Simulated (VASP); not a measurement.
**PtS2: single point with PBE+D3(BJ)**

Crystal: PtS2.

```
Pt S
1.0
    -1.77177    3.06880    0.00000
     0.00000   -2.04586    5.33620
     5.31531    3.06880    0.00000
Pt S
2 4
Direct
  0.50000 0.00000 0.50000
  0.00000 0.00000 0.00000
  0.11577 0.23154 0.37192
  0.61577 0.23154 0.87192
  0.38423 0.76846 0.12808
  0.88423 0.76846 0.62808
```

```yaml
Program: VASP 6.6.1
Task: single point
Functional: PBE
Dispersion: D3(BJ)
Potentials_or_basis: VASP PAW PBE potentials, release 64 (Pt, S)
Cutoff: 520 eV
k_mesh: 4 × 4 × 2
Occupations: gaussian, width 0.1 eV
Spin: no spin polarisation
```

| Quantity | Value |
| --- | --- |
| Pressure | -0.4 GPa |
| Largest force | 0.018 eV/Å |
| Band gap on the k mesh | 0.88 eV |
| Dispersion energy per atom | -0.398 eV |

Forces on the atoms (eV/Å):
```
Pt   0.000  0.000  0.000
Pt   0.000  0.000  0.000
S   -0.012 -0.007 -0.012
S   -0.012 -0.007 -0.012
S    0.012  0.007  0.012
S    0.012  0.007  0.012
```

Stress tensor (GPa, compression positive):
```
-0.42 -0.06 -0.06
-0.06 -0.35 -0.03
-0.06 -0.03 -0.43
```

Levels at points of the mesh, in eV from the valence-band top:
| k point | band 18 | band 19 | band 20 | band 21 | band 22 | band 23 | band 24 | band 25 | band 26 | band 27 |
| --- | --- | --- | --- | --- | --- | --- | --- | --- | --- | --- |
| (0.00, 0.00, 0.00) | -2.17 | -1.58 | -0.72 | -0.71 | 0.00 | 1.97 | 2.17 | 2.58 | 2.58 | 5.20 |
| (0.50, 0.00, 0.00) | -2.52 | -1.71 | -1.71 | -0.83 | -0.83 | 1.37 | 1.37 | 2.06 | 2.06 | 6.34 |
| (0.00, 0.50, 0.00) | -2.20 | -1.59 | -1.03 | -0.93 | -0.92 | 2.74 | 2.77 | 2.78 | 2.78 | 4.26 |
| (0.00, 0.00, 0.50) | -1.25 | -0.81 | -0.81 | -0.55 | -0.55 | 1.48 | 1.48 | 2.04 | 2.04 | 5.86 |
| (0.50, 0.00, 0.50) | -2.42 | -2.36 | -2.29 | -2.17 | -1.59 | 1.97 | 2.17 | 2.73 | 2.78 | 4.26 |
| (0.00, 0.50, 0.50) | -1.12 | -1.06 | -1.06 | -0.62 | -0.62 | 1.55 | 1.55 | 2.43 | 2.43 | 5.71 |

It took 78 s on 1 thread of Intel(R) Xeon(R) Platinum 8259CL CPU @ 2.50GHz (Skylake/Cascade Lake) (shared host), peak memory 0.26 GiB.

Caveat: the k points lie up to 0.52 Å⁻¹ apart; spin-orbit coupling is left out, which moves the levels of the heavy elements. PBE gaps usually lie below the measured ones, often by a third to a half.
